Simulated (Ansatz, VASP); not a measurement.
# Al5GaP6: VASP beside Ansatz

```
Al Ga P
1.0
     6.41689    0.00000    0.00000
    -3.20845    5.55719    0.00000
     0.00000    0.00000    6.08098
Al Ga P
5 1 6
Direct
  0.33333 0.33333 0.00007
  0.00000 0.66667 0.00007
  0.66667 0.00000 0.00007
  0.66667 0.33333 0.50007
  0.33333 0.66667 0.50007
  0.00000 0.00000 0.50007
  0.33333 0.33333 0.37493
  0.00000 0.66667 0.37493
  0.66667 0.00000 0.37493
  0.66667 0.33333 0.87493
  0.33333 0.66667 0.87493
  0.00000 0.00000 0.87493
```

Alike in both runs: task single point; functional PBE; k mesh 3 × 3 × 4; occupations gaussian, width 0.1 eV; no spin polarisation.

|  | VASP | Ansatz |
| --- | --- | --- |
| version | VASP 6.6.1 | Ansatz 0.2.0 |
| potentials or method | VASP PAW PBE potentials, release 64 (Al, Ga_d, P), cutoff 520 eV | scalar-relativistic, plane waves, PAW |
| valence electrons in the cell | 58 | 58 |

```csv
,VASP,Ansatz,Ansatz less VASP
gap on the k mesh at the Fermi level (eV),1.72,1.72,+0.003
least direct gap on the mesh (eV),1.87,1.87,+0.003
pressure (GPa),15.8,16.0,+0.14
"traceless stress, the component that is largest in VASP (GPa)",0.15,0.15,-0.003
rms of the force components (eV/Å),0.025,0.025,+0.0002
```

Atom by atom the forces differ by 0.000 eV/Å (rms over components).
